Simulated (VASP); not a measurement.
The system is Ru.

```
Ru
1.0
     2.70000    0.00000    0.00000
    -1.35000    2.33827    0.00000
     0.00000    0.00000    4.27680
Ru
2
Direct
  0.00000 0.00000 0.00000
  0.33333 0.66667 0.50000
```

| Property | Result |
| --- | --- |
| Program | VASP 6.6.1 |
| Task | relaxation of cell and atoms |
| Functional | PBE |
| Potentials or basis | VASP PAW PBE potentials, release 64 (Ru_pv) |
| Cutoff | 600 eV |
| k mesh | 23 × 23 × 13 |
| Occupations | methfessel-paxton, width 0.1 eV |
| Spin | no spin polarisation |

At the start: pressure 6.2 GPa; volume 13.50 Å³/atom.

Where does the relaxation end?

Over 13 steps the energy falls by 5.0 meV/atom and the volume is 13.76 Å³/atom (+1.9 %); space group P6_3/mmc (No. 194, to 0.1 Å) before and after.

The path:
| step | energy change (eV) | largest force (eV/Å) | pressure (GPa) | volume (Å³) |
| --- | --- | --- | --- | --- |
| 1 | 0.0000 | 0.0000 | 6.16 | 27.00 |
| 2 | 0.0683 | 0.0000 | -15.19 | 29.08 |
| 3 | -0.0098 | 0.0000 | -0.17 | 27.53 |
| 4 | -0.0098 | 0.0000 | -0.08 | 27.52 |
| 5 | -0.0098 | 0.0000 | 0.04 | 27.51 |
| 6 | -0.0099 | 0.0000 | 0.13 | 27.50 |
| 7 | -0.0100 | 0.0000 | 0.09 | 27.51 |
| 8 | -0.0100 | 0.0000 | 0.09 | 27.51 |
| 9 | -0.0099 | 0.0000 | 0.06 | 27.51 |
| 10 | -0.0100 | 0.0000 | 0.10 | 27.51 |
| 11 | -0.0100 | 0.0000 | 0.09 | 27.51 |
| 12 | -0.0099 | 0.0000 | -0.12 | 27.53 |
| 13 | -0.0100 | 0.0000 | 0.04 | 27.51 |

Final structure:
```yaml
crystal:
  lattice:
    - [2.72039, 0.00000, 0.00000]
    - [-1.36019, 2.35592, 0.00000]
    - [0.00000, 0.00000, 4.29261]
  atoms:
    - { symbol: Ru, position: [0.00000, 0.00000, 0.00000] }
    - { symbol: Ru, position: [0.33333, 0.66667, 0.50000] }
```
